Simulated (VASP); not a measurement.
Input of a VASP 6.6.1 run:

File POSCAR:

```
MgO
1.0
    2.9380209034      0.0000000000      0.0000000000
   -1.4690104517      2.5444007392      0.0000000000
    0.0000000000      0.0000000000      2.6796800000
Mg O
1 1
Direct
    0.0000000000      0.0000000000      0.0000000000
    0.3333333333      0.6666666667      0.5000000000
```

Contents of INCAR.step1:

```
SYSTEM = MgO
PREC = Accurate ; ENCUT = 600
EDIFF = 1E-5 ; ISMEAR = -1
SIGMA = 0.05 ; LREAL = .False.
LASPH = .True. ; NELM = 100
ALGO = Normal ; LWAVE = .True.
LCHARG = .False. ; GGA = PE
NBANDS = 11
```

File INCAR.step2:

```
SYSTEM = MgO
PREC = Accurate ; ENCUT = 600
EDIFF = 1E-7 ; ISMEAR = -1
SIGMA = 0.05 ; LREAL = .False.
LASPH = .True. ; NELM = 100
ALGO = Normal ; ISIF = 3
LWAVE = .False. ; LCHARG = .False.
GGA = PS ; LHFCALC = .True.
AEXX = 0.25 ; HFSCREEN = 0.207
PRECFOCK = Normal ; IBRION = 2
NSW = 60 ; EDIFFG = -0.01
ISTART = 1
```

File KPOINTS:

```
Automatic mesh
0
Gamma
  5 5 5
  0 0 0
```

Potentials or basis: VASP PAW PBE potentials, release 64 (Mg, O).

Command:

```bash
$ cat potpaw_PBE.64/Mg/POTCAR potpaw_PBE.64/O/POTCAR > POTCAR
$ cp INCAR.step1 INCAR
$ mpirun -np 1 vasp_std > vasp.out
$ cp INCAR.step2 INCAR
$ mpirun -np 1 vasp_std > vasp.out
```

Task: Estimate the relaxed cell.

Result: a = 2.877 Å, b = 2.877 Å, c = 2.627 Å, α = 90.00°, β = 90.00°, γ = 120.00°.

Task: What does it give for the space group after relaxing (to 0.1 Å)?

Result: P-6m2 (No. 187).

Task: Predict the band gap on the k mesh.

Result: 5.06 eV (least direct gap 5.49 eV).

Task: Predict the relaxed volume.

Result: 9.42 Å³/atom.

Final structure:
```cif
data_structure
_symmetry_space_group_name_H-M 'P 1'
_symmetry_Int_Tables_number 1
_cell_length_a 2.8774
_cell_length_b 2.8774
_cell_length_c 2.6272
_cell_angle_alpha 90.000
_cell_angle_beta 90.000
_cell_angle_gamma 120.000
_cell_volume 18.84
loop_
_atom_site_label
_atom_site_type_symbol
_atom_site_fract_x
_atom_site_fract_y
_atom_site_fract_z
_atom_site_occupancy
Mg1 Mg 0.00000 0.00000 0.00000 1
O1 O 0.33333 0.66667 0.50000 1
```

Caveat: the k points lie up to 0.50 Å⁻¹ apart in the final cell; the PAW data sets were made with another functional, which shifts forces and pressure a little; an odd mesh through Γ misses points on the zone boundary, where band edges can lie.
